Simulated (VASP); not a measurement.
# WS2 (R3m) in VASP: single point with PBEsol+D3(BJ)

Aim: the single point of WS2 with PBEsol+D3(BJ).

All numbers are computed with VASP 6.6.1; they aren't measurements. Logs are shortened: lines on timing, memory, paths and dates and some standing lists are left out, and cuts for length are marked.

## 1. The cell of the first run

It takes space group R3m (No. 160, trigonal). The conventional cell has a = 3.070 Å, b = 3.070 Å, c = 18.104 Å, α = 90.00°, β = 90.00°, γ = 120.00°. W (site symmetry 3m) has 6 S at 2.40 Å and 6 W at 3.07 Å within 3.2 Å. S (site symmetry 3m) has 3 W at 2.40 Å and 6 S at 3.07 Å within 3.2 Å. S (site symmetry 3m) has 3 W at 2.40 Å and 6 S at 3.07 Å within 3.2 Å.

## 2. Single point, PBEsol+D3(BJ)

Contents of INCAR:

```
SYSTEM = WS2
  ALGO = Normal
  EDIFF = 1E-6
  ENCUT = 520
  GGA = PS
  ISIF = 2
  ISMEAR = 0
  IVDW = 12
  LASPH = .TRUE.
  LCHARG = .TRUE.
  LELF = .TRUE.
  LREAL = .FALSE.
  LVHAR = .TRUE.
  LWAVE = .FALSE.
  NBANDS = 20
  NELM = 100
  PREC = Accurate
  SIGMA = 0.05
```

Contents of KPOINTS:

```
k-points
0
G
  12 12 12
  0 0 0
```

Contents of POSCAR:

```
WS2
1.0
    1.5350283817      0.8862490494      6.0345176027
   -1.5350283817      0.8862490494      6.0345176027
    0.0000000000     -1.7724980988      6.0345176026
W S
1 2
Direct
    0.9993606434      0.9993606434      0.9993606434
    0.7554860797      0.7554860797      0.7554860797
    0.5764532769      0.5764532769      0.5764532769
```

Potentials or basis: VASP PAW PBE potentials, release 64 (W_sv, S).

Run with:

```bash
> cat potpaw_PBE.64/W_sv/POTCAR potpaw_PBE.64/S/POTCAR > POTCAR
> mpirun -np 1 vasp_std > vasp.out
```

OUTCAR:

```text
SYSTEM = WS2
   EDIFF = 1E-6
   ENCUT = 520
   GGA = PS
   ISIF = 2
   ISMEAR = 0
   IVDW = 12
   LASPH = .TRUE.
   LREAL = .FALSE.
   NELM = 100
   PREC = Accurate
 IVDW          = 12

 ion  position               nearest neighbor table
   1  0.999  0.999  0.999-   2 2.40   2 2.40   2 2.40   3 2.40   3 2.40   3 2.40
   2  0.755  0.755  0.755-   1 2.40   1 2.40   1 2.40
   3  0.576  0.576  0.576-   1 2.40   1 2.40   1 2.40

  LATTYP: Found a trigonal (rhomboedric) cell.
 ALAT       =     6.2894476870
 COS(alpha) =     0.8808654313

  Lattice vectors:

 A1 = (   1.5350283817,   0.8862490494,   6.0345176027)
 A2 = (  -1.5350283817,   0.8862490494,   6.0345176027)
 A3 = (   0.0000000000,  -1.7724980988,   6.0345176026)

Analysis of symmetry for initial positions (statically):
=====================================================================
 Subroutine PRICEL returns:
 Original cell was already a primitive cell.

 Routine SETGRP: Setting up the symmetry group for a
 trigonal (rhombohedral) supercell.

 Subroutine GETGRP returns: Found  6 space group operations
 (whereof  6 operations were pure point group operations)
 out of a pool of 12 trial point group operations.

The static configuration has the point symmetry C_3v.

Analysis of symmetry for dynamics (positions and initial velocities):
=====================================================================
 Subroutine PRICEL returns:
 Original cell was already a primitive cell.

 Routine SETGRP: Setting up the symmetry group for a
 trigonal (rhombohedral) supercell.

 Subroutine GETGRP returns: Found  6 space group operations
 (whereof  6 operations were pure point group operations)
 out of a pool of 12 trial point group operations.

The dynamic configuration has the point symmetry C_3v.

 Subroutine INISYM returns: Found  6 space group operations
 (whereof  6 operations are pure point group operations),
 and found     1 'primitive' translations

----------------------------------------------------------------------------------------

                                     Primitive cell

  volume of cell :      49.2568

  direct lattice vectors                    reciprocal lattice vectors
     1.535028382  0.886249049  6.034517603     0.325726876  0.188058500  0.055237776
    -1.535028382  0.886249049  6.034517603    -0.325726876  0.188058500  0.055237776
     0.000000000 -1.772498099  6.034517603     0.000000000 -0.376117000  0.055237776

  length of vectors
     6.289447687  6.289447687  6.289447687     0.380151561  0.380151561  0.380151561

  position of ions in fractional coordinates (direct lattice)
     0.999360643  0.999360643  0.999360643
     0.755486080  0.755486080  0.755486080
     0.576453277  0.576453277  0.576453277

  ion indices of the primitive-cell ions
   primitive index   ion index
                 1           1
                 2           2
                 3           3

----------------------------------------------------------------------------------------

 KPOINTS: k-points

Automatic generation of k-mesh.
 Grid dimensions read from file:
 generate k-points for:   12   12   12

 Generating k-lattice:

  Cartesian coordinates                     Fractional coordinates (reciprocal lattice)
     0.027143906  0.015671542  0.004603148     0.083333333  0.000000000  0.000000000
    -0.027143906  0.015671542  0.004603148     0.000000000  0.083333333  0.000000000
     0.000000000 -0.031343083  0.004603148     0.000000000  0.000000000  0.083333333

  Length of vectors
     0.031679297  0.031679297  0.031679297

  Shift w.r.t. Gamma in fractional coordinates (k-lattice)
     0.000000000  0.000000000  0.000000000

 Subroutine IBZKPT returns following result:
 ===========================================

 Found    189 irreducible k-points:

 Following reciprocal coordinates:
            Coordinates               Weight
  0.000000  0.000000  0.000000      1.000000
  0.083333 -0.000000  0.000000      6.000000
  0.166667  0.000000  0.000000      6.000000
  0.250000  0.000000  0.000000      6.000000
  0.333333 -0.000000  0.000000      6.000000
  0.416667 -0.000000  0.000000      6.000000
[... 16 lines left out ...]
  0.500000  0.166667 -0.000000     12.000000
 -0.416667  0.166667 -0.000000     12.000000
 [... further k-points ...]
   k-points           NKPTS =    189   k-points in BZ     NKDIM =    189   number of bands    NBANDS=     20
   number of dos      NEDOS =    301   number of ions     NIONS =      3
   total plane-waves  NPLWV = 110592
   dimension x,y,z NGX =    48 NGY =   48 NGZ =   48
   dimension x,y,z NGXF=    96 NGYF=   96 NGZF=   96
   ions per type =               1   2
   NGX,Y,Z   is equivalent  to a cutoff of  12.69, 12.69, 12.69 a.u.
   NGXF,Y,Z  is equivalent  to a cutoff of  25.38, 25.38, 25.38 a.u.
 SYSTEM =  WS2
   PREC   = accura    normal or accurate (medium, high low for compatibility)
   ISTART =      0    job   : 0-new  1-cont  2-samecut
   ICHARG =      2    charge: 1-file 2-atom 10-const
   ISPIN  =      1    spin polarized calculation?
   LNONCOLLINEAR =      F non collinear calculations
   LSORBIT =      F    spin-orbit coupling
   LASPH  =      T    aspherical Exc in radial PAW
   ENCUT  =  520.0 eV  38.22 Ry    6.18 a.u.  11.69 11.69 11.69*2*pi/ulx,y,z
   NELM   =    100;   NELMIN=  2; NELMDL= -5     # of ELM steps
   EDIFF  = 0.1E-05   stopping-criterion for ELM
   LREAL  =      F    real-space projection
[... 7 lines left out ...]
   TEBEG  =    0.0;   TEEND  =   0.0 temperature during run
   PSTRESS=    0.0 pullay stress
   NELECT =      26.0000    total number of electrons
   NUPDOWN=      -1.0000    fix difference up-down
   EMIN   =  10.00;   EMAX   =-10.00  energy-range for DOS
   EFERMI =   0.00;   METHOD = LEGACY
   ISMEAR =     0;   SIGMA  =   0.05  broadening in eV -4-tet -1-fermi 0-gaus
   EFERMI_NEDOS =   21; number of points for ismear=-14 and -15
   IALGO  =     38    algorithm
   IMIX   =      4    mixing-type and parameters
     AMIX     =   0.40;   BMIX     =  1.00
     AMIX_MAG =   1.60;   BMIX_MAG =  1.00
  volume/ion in A,a.u.               =      16.42       110.80
  Fermi-wavevector in a.u.,A,eV,Ry     =   1.323053  2.500208 23.816584  1.750470
  Thomas-Fermi vector in A             =   2.452689
   LORBIT       =      0    0 simple, 1 ext, 2 COOP (PROOUT), +10 PAW based schemes
   GGA     = PS    functional components
   LHFCALC =     F    Hartree Fock is set to
   AEXX    =    0.0000 exact exchange contribution
   IVDW    =    12    specifies the selected vdW correction
   LEPSILON=     F    determine dielectric tensor
   LRPA    =     F    only Hartree local field effects (RPA)
 non-spin polarized calculation
 Gauss-broadening in eV      SIGMA  =   0.05
  energy-cutoff  :      520.00
  volume of cell :       49.26
 maximum number of plane-waves:      1341
   NGX = 23   NGY = 23   NGZ = 23

 number of electron      26.0000000 magnetization

 Free energy of the ion-electron system (eV)
  ---------------------------------------------------
  ext. energy  EPLUGINS =         0.00000000
  ---------------------------------------------------
  free energy    TOTEN  =       -25.16751479 eV

  energy without entropy =      -25.16751479  energy(sigma->0) =      -25.16751479

 E-fermi :   8.4490     XC(G=0): -11.6105

 val. band max:        8.2249649858   @ k =   0.5000   0.5000   0.5000
 cond. band min:       9.0784386990   @ k =  -0.1667   0.1667   0.0000
 fundamental gap:      0.8534737132
 Fermi energy:         8.4489801316

 k-point     1 :       0.0000    0.0000    0.0000
  band No.  band energies     occupation
      1     -66.1057      2.00000
      2     -30.4376      2.00000
      3     -30.1359      2.00000
      4     -30.1359      2.00000
      5      -7.5582      2.00000
      6      -5.4583      2.00000
[... 12 lines left out ...]
     19      16.3575      0.00000
     20      17.4405      0.00000

 k-point     2 :       0.0833   -0.0000    0.0000
  band No.  band energies     occupation
      1     -66.1038      2.00000
      2     -30.4316      2.00000
      3     -30.1691      2.00000
      4     -30.1436      2.00000
      5      -7.4256      2.00000
      6      -5.4157      2.00000
[... 12 lines left out ...]
     19      16.8369      0.00000
     20      17.3471      0.00000

 k-point     3 :       0.1667    0.0000    0.0000
  band No.  band energies     occupation
      1     -66.0987      2.00000
      2     -30.4153      2.00000
      3     -30.2587      2.00000
      4     -30.1643      2.00000
      5      -7.0448      2.00000
      6      -5.2928      2.00000
[... 12 lines left out ...]
     19      16.9987      0.00000
     20      17.6768      0.00000

 k-point     4 :       0.2500    0.0000    0.0000
  band No.  band energies     occupation
      1     -66.0917      2.00000
      2     -30.3928      2.00000
      3     -30.3791      2.00000
      4     -30.1925      2.00000
      5      -6.4673      2.00000
      6      -5.1072      2.00000
[... 12 lines left out ...]
     19      16.5697      0.00000
     20      17.7159      0.00000

 k-point     5 :       0.3333   -0.0000    0.0000
  band No.  band energies     occupation
      1     -66.0847      2.00000
      2     -30.4971      2.00000
      3     -30.3703      2.00000
      4     -30.2205      2.00000
      5      -5.7882      2.00000
      6      -4.8971      2.00000
[... 12 lines left out ...]
     19      15.8262      0.00000
     20      16.4338      0.00000
[... 353 lines left out ...]
      6      -5.0633      2.00000
[... 12 lines left out ...]
     19      16.8197      0.00000
     20      17.7393      0.00000

 k-point    22 :       0.4167    0.1667    0.0000
  band No.  band energies     occupation
      1     -66.0822      2.00000
      2     -30.4966      2.00000
      3     -30.3620      2.00000
      4     -30.2759      2.00000
      5      -5.4800      2.00000
      6      -4.8462      2.00000
[... 12 lines left out ...]
     19      16.6330      0.00000
     20      17.0794      0.00000

 k-point    23 :       0.5000    0.1667   -0.0000
  band No.  band energies     occupation
      1     -66.0778      2.00000
      2     -30.5536      2.00000
      3     -30.3477      2.00000
      4     -30.3110      2.00000
      5      -4.9430      2.00000
      6      -4.6525      2.00000
[... 12 lines left out ...]
     19      16.4224      0.00000
     20      16.8795      0.00000

 k-point    24 :      -0.4167    0.1667   -0.0000
  band No.  band energies     occupation
      1     -66.0761      2.00000
      2     -30.5740      2.00000
      3     -30.3424      2.00000
      4     -30.3241      2.00000
      5      -4.7118      2.00000
      6      -4.5842      2.00000
[... 12 lines left out ...]
     19      16.6722      0.00000
     20      16.7772      0.00000

 [... further k-points ...]

------------------------ aborting loop because EDIFF is reached ----------------------------------------

 Edisp (eV)   -1.25230

 E8    (eV) :    -0.8123

  FORCE on cell =-STRESS in cart. coord.  units (eV):
  Direction    XX          YY          ZZ          XY          YZ          ZX
  --------------------------------------------------------------------------------------
  -------------------------------------------------------------------------------------
  Total       0.91074     0.91074    -2.27329     0.00000     0.00000     0.00000
  in kB      29.62381    29.62381   -73.94326     0.00000     0.00000     0.00000
  external pressure =       -4.90 kB  Pullay stress =        0.00 kB

 VOLUME and BASIS-vectors are now :
 -----------------------------------------------------------------------------
  energy-cutoff  :      520.00
  volume of cell :       49.26
      direct lattice vectors                 reciprocal lattice vectors
     1.535028382  0.886249049  6.034517603     0.325726876  0.188058500  0.055237776
    -1.535028382  0.886249049  6.034517603    -0.325726876  0.188058500  0.055237776
     0.000000000 -1.772498099  6.034517603     0.000000000 -0.376117000  0.055237776

 POSITION                                       TOTAL-FORCE (eV/Angst)
 -----------------------------------------------------------------------------------
      0.00000      0.00000     18.09198         0.000000      0.000000     -0.000734
      0.00000      0.00000     13.67698         0.000000     -0.000000     -0.582954
      0.00000      0.00000     10.43585         0.000000      0.000000      0.583688
 -----------------------------------------------------------------------------------
    total drift:                               -0.000000     -0.000000     -0.000132

  FREE ENERGIE OF THE ION-ELECTRON SYSTEM (eV)
  ---------------------------------------------------
  free  energy   TOTEN  =       -26.4198188574 eV

  energy  without entropy=      -26.4198188574  energy(sigma->0) =      -26.41981886
```

Wall time 4.9 min (1 thread of Intel Xeon Platinum 8488C (Sapphire Rapids), shared host); peak memory 0.43 GiB.

Results:

| Quantity | Value |
| --- | --- |
| Free energy | -26.4198 eV |
| Pressure | -0.5 GPa |
| Largest force | 0.584 eV/Å |
| Band gap on the k mesh | 0.85 eV, indirect (least direct gap 2.22 eV) |
| Dispersion energy per atom | -0.417 eV |

Forces in eV/Å, atoms in the order of the input:
```
W    0.000  0.000 -0.001
S    0.000  0.000 -0.583
S    0.000  0.000  0.584
```

Levels at points of the mesh, in eV from the valence-band top:
```tsv
k point	band 9	band 10	band 11	band 12	band 13	band 14	band 15	band 16	band 17	band 18
(0.00, 0.00, 0.00)	-3.02	-1.75	-1.75	-1.68	-1.34	2.57	2.57	2.80	2.80	5.41
(0.50, 0.00, 0.00)	-5.34	-3.82	-2.64	-1.73	-1.26	2.66	2.96	3.90	4.00	4.97
(0.50, 0.50, 0.00)	-4.96	-3.68	-3.44	-1.61	-1.45	2.90	2.91	3.52	4.66	5.43
(0.50, 0.50, 0.50)	-3.04	-3.04	-1.69	-1.69	0.00	2.54	2.54	2.75	2.75	5.61
```

Caveat: the PAW data sets were made with another functional, which shifts forces and pressure a little; spin-orbit coupling is left out, which moves the levels of the heavy elements. A k mesh can miss the band edges.
